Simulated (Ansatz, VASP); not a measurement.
## Na3TlC in VASP and in Ansatz

```
Na Tl C
1.0
     3.97157    0.00000    0.00000
     0.00000    3.97157    0.00000
     0.00000    0.00000    9.08948
Na Tl C
3 1 1
Cartesian
  1.9858 0.0000 8.4923
  0.0000 1.9858 8.4923
  0.0000 0.0000 2.7317
  0.0000 0.0000 5.8784
  1.9858 1.9858 6.9114
```

Alike in both runs: task relaxation of cell and atoms; functional PBE; k mesh 10 × 10 × 4; occupations gaussian, width 0.1 eV; no spin polarisation.

|  | VASP | Ansatz |
| --- | --- | --- |
| version | VASP 6.6.1 | Ansatz 0.2.0 |
| potentials or method | VASP PAW PBE potentials, release 64 (Na_pv, Tl_d, C), cutoff 600 eV | scalar-relativistic, plane waves, PAW |
| valence electrons in the cell | 38 | 44 |

|  | VASP | Ansatz | Ansatz less VASP |
| --- | --- | --- | --- |
| gap on the k mesh at the Fermi level, each at its own relaxed structure (eV) | none | none | - |
| relaxed volume (Å³/atom) | 28.64 | 28.59 | -0.048 |
| relaxed length of the cell vector where the two differ most in proportion (Å) | 3.989 | 3.986 | -0.0033 |

A gap of «none» marks a metal or a gap that the smearing closes. VASP's potentials hold 38 valence electrons a cell and Ansatz's 44, so a difference there can come from the potentials and not from the codes.

Neither program's run includes spin-orbit coupling.
